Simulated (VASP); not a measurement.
# Al (Fm-3m) in VASP: single point with PBEsol

Aim: the single point of Al with PBEsol.

All numbers are computed with VASP 6.6.1; they aren't measurements. Logs are shortened: lines on timing, memory, paths and dates and some standing lists are left out, and cuts for length are marked.

## 1. The cell of the first run

It takes space group Fm-3m (No. 225, cubic). The conventional cell has a = 4.015 Å, b = 4.015 Å, c = 4.015 Å, α = 90.00°, β = 90.00°, γ = 90.00°. Al (site symmetry m-3m) has 12 Al at 2.84 Å within 3.7 Å.

## 2. Single point, PBEsol

File INCAR:

```
PREC = Accurate ; ENCUT = 500
EDIFF = 1E-6 ; ISMEAR = 0
SIGMA = 0.1 ; LREAL = False
LASPH = True ; NELM = 120
ALGO = Normal ; ISIF = 2
LWAVE = False ; LCHARG = False
GGA = PS ; NBANDS = 8
GGA_COMPAT = False
```

File KPOINTS:

```
Automatic mesh
0
Gamma
  6 6 6
```

File POSCAR:

```
Al
1.0
    0.0000000000      2.0073684325      2.0073684325
    2.0073684325      0.0000000000      2.0073684325
    2.0073684325      2.0073684325      0.0000000000
Al
1
Direct
    0.0000000000      0.0000000000      0.0000000000
```

Potentials or basis: VASP PAW PBE potentials, release 64 (Al).

Run with:

```
$ cat potpaw_PBE.64/Al/POTCAR > POTCAR
$ mpirun -np 1 vasp_std > vasp.out
```

OUTCAR:

```text
PREC = Accurate
   ENCUT = 500
   EDIFF = 1E-6
   ISMEAR = 0
   LREAL = False
   LASPH = True
   NELM = 120
   ISIF = 2
   GGA = PS

 ion  position               nearest neighbor table
   1  0.000  0.000  0.000-

  LATTYP: Found a face centered cubic cell.
 ALAT       =     4.0147368650

  Lattice vectors:

 A1 = (   0.0000000000,   2.0073684325,   2.0073684325)
 A2 = (   2.0073684325,   0.0000000000,   2.0073684325)
 A3 = (   2.0073684325,   2.0073684325,   0.0000000000)

Analysis of symmetry for initial positions (statically):
=====================================================================
 Subroutine PRICEL returns:
 Original cell was already a primitive cell.

 Routine SETGRP: Setting up the symmetry group for a
 face centered cubic supercell.

 Subroutine GETGRP returns: Found 48 space group operations
 (whereof 48 operations were pure point group operations)
 out of a pool of 48 trial point group operations.

The static configuration has the point symmetry O_h .

Analysis of symmetry for dynamics (positions and initial velocities):
=====================================================================
 Subroutine PRICEL returns:
 Original cell was already a primitive cell.

 Routine SETGRP: Setting up the symmetry group for a
 face centered cubic supercell.

 Subroutine GETGRP returns: Found 48 space group operations
 (whereof 48 operations were pure point group operations)
 out of a pool of 48 trial point group operations.

The dynamic configuration has the point symmetry O_h .

 Subroutine INISYM returns: Found 48 space group operations
 (whereof 48 operations are pure point group operations),
 and found     1 'primitive' translations

----------------------------------------------------------------------------------------

                                     Primitive cell

  volume of cell :      16.1775

  direct lattice vectors                    reciprocal lattice vectors
     0.000000000  2.007368432  2.007368432    -0.249082327  0.249082327  0.249082327
     2.007368432  0.000000000  2.007368432     0.249082327 -0.249082327  0.249082327
     2.007368432  2.007368432  0.000000000     0.249082327  0.249082327 -0.249082327

  length of vectors
     2.838847662  2.838847662  2.838847662     0.431423245  0.431423245  0.431423245

  position of ions in fractional coordinates (direct lattice)
     0.000000000  0.000000000  0.000000000

  ion indices of the primitive-cell ions
   primitive index   ion index
                 1           1

----------------------------------------------------------------------------------------

 KPOINTS: Automatic mesh

Automatic generation of k-mesh.
 Grid dimensions read from file:
 generate k-points for:    6    6    6

 Generating k-lattice:

  Cartesian coordinates                     Fractional coordinates (reciprocal lattice)
    -0.041513721  0.041513721  0.041513721     0.166666667  0.000000000  0.000000000
     0.041513721 -0.041513721  0.041513721     0.000000000  0.166666667  0.000000000
     0.041513721  0.041513721 -0.041513721     0.000000000  0.000000000  0.166666667

  Length of vectors
     0.071903874  0.071903874  0.071903874

  Shift w.r.t. Gamma in fractional coordinates (k-lattice)
     0.000000000  0.000000000  0.000000000

 Subroutine IBZKPT returns following result:
 ===========================================

 Found     16 irreducible k-points:

 Following reciprocal coordinates:
            Coordinates               Weight
  0.000000  0.000000  0.000000      1.000000
  0.166667  0.000000  0.000000      8.000000
  0.333333  0.000000  0.000000      8.000000
  0.500000  0.000000  0.000000      4.000000
  0.166667  0.166667  0.000000      6.000000
  0.333333  0.166667  0.000000     24.000000
  0.500000  0.166667  0.000000     24.000000
 -0.333333  0.166667  0.000000     24.000000
 -0.166667  0.166667  0.000000     12.000000
  0.333333  0.333333  0.000000      6.000000
  0.500000  0.333333  0.000000     24.000000
 -0.333333  0.333333  0.000000     12.000000
  0.500000  0.500000  0.000000      3.000000
  0.500000  0.333333  0.166667     24.000000
 -0.333333  0.333333  0.166667     24.000000
 -0.333333  0.500000  0.166667     12.000000
   k-points           NKPTS =     16   k-points in BZ     NKDIM =     16   number of bands    NBANDS=      8
   number of dos      NEDOS =    301   number of ions     NIONS =      1
   total plane-waves  NPLWV =  13824
   dimension x,y,z NGX =    24 NGY =   24 NGZ =   24
   dimension x,y,z NGXF=    48 NGYF=   48 NGZF=   48
   ions per type =               1
   NGX,Y,Z   is equivalent  to a cutoff of  14.05, 14.05, 14.05 a.u.
   NGXF,Y,Z  is equivalent  to a cutoff of  28.11, 28.11, 28.11 a.u.
 SYSTEM =  unknown system
   PREC   = accura    normal or accurate (medium, high low for compatibility)
   ISTART =      0    job   : 0-new  1-cont  2-samecut
   ICHARG =      2    charge: 1-file 2-atom 10-const
   ISPIN  =      1    spin polarized calculation?
   LNONCOLLINEAR =      F non collinear calculations
   LSORBIT =      F    spin-orbit coupling
   LASPH  =      T    aspherical Exc in radial PAW
   ENCUT  =  500.0 eV  36.75 Ry    6.06 a.u.   5.18  5.18  5.18*2*pi/ulx,y,z
   NELM   =    120;   NELMIN=  2; NELMDL= -5     # of ELM steps
   EDIFF  = 0.1E-05   stopping-criterion for ELM
   LREAL  =      F    real-space projection
[... 7 lines left out ...]
   TEBEG  =    0.0;   TEEND  =   0.0 temperature during run
   PSTRESS=    0.0 pullay stress
   NELECT =       3.0000    total number of electrons
   NUPDOWN=      -1.0000    fix difference up-down
   EMIN   =  10.00;   EMAX   =-10.00  energy-range for DOS
   EFERMI =   0.00;   METHOD = LEGACY
   ISMEAR =     0;   SIGMA  =   0.10  broadening in eV -4-tet -1-fermi 0-gaus
   EFERMI_NEDOS =   21; number of points for ismear=-14 and -15
   IALGO  =     38    algorithm
   IMIX   =      4    mixing-type and parameters
     AMIX     =   0.40;   BMIX     =  1.00
     AMIX_MAG =   1.60;   BMIX_MAG =  1.00
  volume/ion in A,a.u.               =      16.18       109.17
  Fermi-wavevector in a.u.,A,eV,Ry     =   0.933566  1.764183 11.858085  0.871545
  Thomas-Fermi vector in A             =   2.060280
   LORBIT       =      0    0 simple, 1 ext, 2 COOP (PROOUT), +10 PAW based schemes
   GGA     = PS    functional components
   LHFCALC =     F    Hartree Fock is set to
   AEXX    =    0.0000 exact exchange contribution
   IVDW    =     0    specifies the selected vdW correction
   LEPSILON=     F    determine dielectric tensor
   LRPA    =     F    only Hartree local field effects (RPA)
 non-spin polarized calculation
 Gauss-broadening in eV      SIGMA  =   0.10
  energy-cutoff  :      500.00
  volume of cell :       16.18
 maximum number of plane-waves:       419
 NGX is ok and might be reduce to    24
   NGX = 11   NGY = 11   NGZ = 11

 number of electron       3.0000000 magnetization

 Free energy of the ion-electron system (eV)
  ---------------------------------------------------
  ext. energy  EPLUGINS =         0.00000000
  ---------------------------------------------------
  free energy    TOTEN  =        -4.15780474 eV

  energy without entropy =       -4.15410599  energy(sigma->0) =       -4.15595536

 E-fermi :   8.5533     XC(G=0): -10.3293

 val. band max:        7.4957548327   @ k =  -0.3333   0.5000   0.1667
 cond. band min:       8.5773882778   @ k =  -0.3333   0.3333   0.0000
 fundamental gap:      1.0816334451
 Fermi energy:         8.5533052795

 k-point     1 :       0.0000    0.0000    0.0000
  band No.  band energies     occupation
      1      -3.1109      2.00000
      2      20.8592      0.00000
      3      20.8592      0.00000
      4      20.8592      0.00000
      5      22.5042      0.00000
      6      22.5042      0.00000
      7      22.5042      0.00000
      8      24.7784      0.00000

 k-point     2 :       0.1667    0.0000    0.0000
  band No.  band energies     occupation
      1      -2.3479      2.00000
      2      14.8634      0.00000
      3      19.6275      0.00000
      4      19.6275      0.00000
      5      22.9294      0.00000
      6      24.4013      0.00000
      7      24.4013      0.00000
      8      25.5748      0.00000

 k-point     3 :       0.3333    0.0000    0.0000
  band No.  band energies     occupation
      1      -0.0837      2.00000
      2       8.6551      0.14988
      3      19.0500      0.00000
      4      19.0500      0.00000
      5      21.6652      0.00000
      6      21.6652      0.00000
      7      22.6595      0.00000
      8      25.7017      0.00000

 k-point     4 :       0.5000    0.0000    0.0000
  band No.  band energies     occupation
      1       3.4834      2.00000
      2       3.7525      2.00000
      3      19.6822      0.00000
      4      19.6822      0.00000
      5      19.7621      0.00000
      6      19.7621      0.00000
      7      23.4061      0.00000
      8      23.6840      0.00000

 k-point     5 :       0.1667    0.1667    0.0000
  band No.  band energies     occupation
      1      -2.0944      2.00000
      2      17.2770      0.00000
      3      17.2770      0.00000
      4      17.3664      0.00000
      5      20.6688      0.00000
      6      20.7488      0.00000
      7      27.4894      0.00000
      8      27.4894      0.00000

 k-point     6 :       0.3333    0.1667    0.0000
  band No.  band energies     occupation
      1      -0.3337      2.00000
      2      11.1833      0.00000
      3      16.2123      0.00000
      4      16.9131      0.00000
      5      17.8885      0.00000
      6      22.8574      0.00000
      7      26.5166      0.00000
      8      28.1032      0.00000

 k-point     7 :       0.5000    0.1667    0.0000
  band No.  band energies     occupation
      1       2.8738      2.00000
      2       5.7964      2.00000
      3      14.4438      0.00000
      4      16.4424      0.00000
      5      18.2452      0.00000
      6      24.3058      0.00000
      7      26.6965      0.00000
      8      28.6503      0.00000

 k-point     8 :      -0.3333    0.1667    0.0000
  band No.  band energies     occupation
      1       1.6514      2.00000
      2       7.4424      2.00000
      3      13.3274      0.00000
      4      17.9721      0.00000
      5      19.9235      0.00000
      6      23.2193      0.00000
      7      25.9266      0.00000
      8      28.4516      0.00000

 k-point     9 :      -0.1667    0.1667    0.0000
  band No.  band energies     occupation
      1      -1.0854      2.00000
      2      12.6691      0.00000
      3      14.1456      0.00000
      4      20.7721      0.00000
      5      22.8036      0.00000
      6      22.8352      0.00000
      7      24.1603      0.00000
      8      25.0673      0.00000

 k-point    10 :       0.3333    0.3333    0.0000
  band No.  band energies     occupation
      1       0.9083      2.00000
      2      12.5768      0.00000
      3      14.4137      0.00000
      4      14.6967      0.00000
      5      14.6967      0.00000
      6      18.3134      0.00000
      7      31.3091      0.00000
      8      32.7736      0.00000

 k-point    11 :       0.5000    0.3333    0.0000
  band No.  band energies     occupation
      1       3.5851      2.00000
      2       9.1677      0.00000
      3       9.7064      0.00000
      4      14.4854      0.00000
      5      15.9874      0.00000
      6      21.2660      0.00000
      7      29.9627      0.00000
      8      32.4143      0.00000

 k-point    12 :      -0.3333    0.3333    0.0000
  band No.  band energies     occupation
      1       4.8059      2.00000
      2       7.0518      2.00000
      3       8.5774      0.73342
      4      15.5747      0.00000
      5      17.3511      0.00000
      6      27.0647      0.00000
      7      28.6019      0.00000
      8      28.6515      0.00000

 k-point    13 :       0.5000    0.5000    0.0000
  band No.  band energies     occupation
      1       5.1878      2.00000
      2       6.5450      2.00000
      3      13.4098      0.00000
      4      13.8359      0.00000
      5      13.8359      0.00000
      6      17.4002      0.00000
      7      33.7884      0.00000
      8      35.3270      0.00000

 k-point    14 :       0.5000    0.3333    0.1667
  band No.  band energies     occupation
      1       1.8952      2.00000
      2       9.8587      0.00000
      3      11.3708      0.00000
      4      13.6157      0.00000
      5      21.0949      0.00000
      6      22.8372      0.00000
      7      24.7633      0.00000
      8      31.4922      0.00000

 k-point    15 :      -0.3333    0.3333    0.1667
  band No.  band energies     occupation
      1       5.3593      2.00000
      2       5.6805      2.00000
      3      11.1542      0.00000
      4      11.8398      0.00000
      5      22.3594      0.00000
      6      22.8100      0.00000
      7      27.3213      0.00000
      8      28.4743      0.00000

 k-point    16 :      -0.3333    0.5000    0.1667
  band No.  band energies     occupation
      1       6.1189      2.00000
      2       7.4958      2.00000
      3       8.9218      0.00000
      4      10.5892      0.00000
      5      20.1980      0.00000
      6      22.1383      0.00000
      7      28.4113      0.00000
      8      29.4881      0.00000

------------------------ aborting loop because EDIFF is reached ----------------------------------------

  FORCE on cell =-STRESS in cart. coord.  units (eV):
  Direction    XX          YY          ZZ          XY          YZ          ZX
  --------------------------------------------------------------------------------------
  -------------------------------------------------------------------------------------
  Total        0.0616748      0.0616748      0.0616748      0.0000000      0.0000000      0.0000000
  in kB        6.1081155      6.1081155      6.1081155      0.0000000      0.0000000      0.0000000
  external PRESSURE =       6.1081155 kB  Pullay stress =       0.0000000 kB

 VOLUME and BASIS-vectors are now :
 -----------------------------------------------------------------------------
  energy-cutoff  :      500.00
  volume of cell :       16.18
      direct lattice vectors                 reciprocal lattice vectors
     0.000000000  2.007368432  2.007368432    -0.249082327  0.249082327  0.249082327
     2.007368432  0.000000000  2.007368432     0.249082327 -0.249082327  0.249082327
     2.007368432  2.007368432  0.000000000     0.249082327  0.249082327 -0.249082327

 POSITION                                       TOTAL-FORCE (eV/Angst)
 -----------------------------------------------------------------------------------
      0.00000      0.00000      0.00000         0.000000      0.000000      0.000000
 -----------------------------------------------------------------------------------
    total drift:                                0.000000     -0.000000     -0.000000

  FREE ENERGIE OF THE ION-ELECTRON SYSTEM (eV)
  ---------------------------------------------------
  free  energy   TOTEN  =        -4.1578047366 eV

  energy  without entropy=       -4.1541059919  energy(sigma->0) =       -4.15595536
```

It took 2.4 s on 1 thread of Intel Xeon Platinum 8488C (Sapphire Rapids), shared host; peak memory 0.12 GiB.

Results:

```
Free energy : -4.1578 eV
Pressure    : 0.6 GPa
```

Levels at points of the mesh, in eV from the Fermi level:
```tsv
k point	band 1	band 2	band 3	band 4
(0.00, 0.00, 0.00)	-11.66	12.31	12.31	12.31
(0.50, 0.00, 0.00)	-5.07	-4.80	11.13	11.13
(0.50, 0.50, 0.00)	-3.37	-2.01	4.86	5.28
```

Caveat: the k points lie up to 0.45 Å⁻¹ apart; the PAW data sets were made with another functional, which shifts forces and pressure a little.
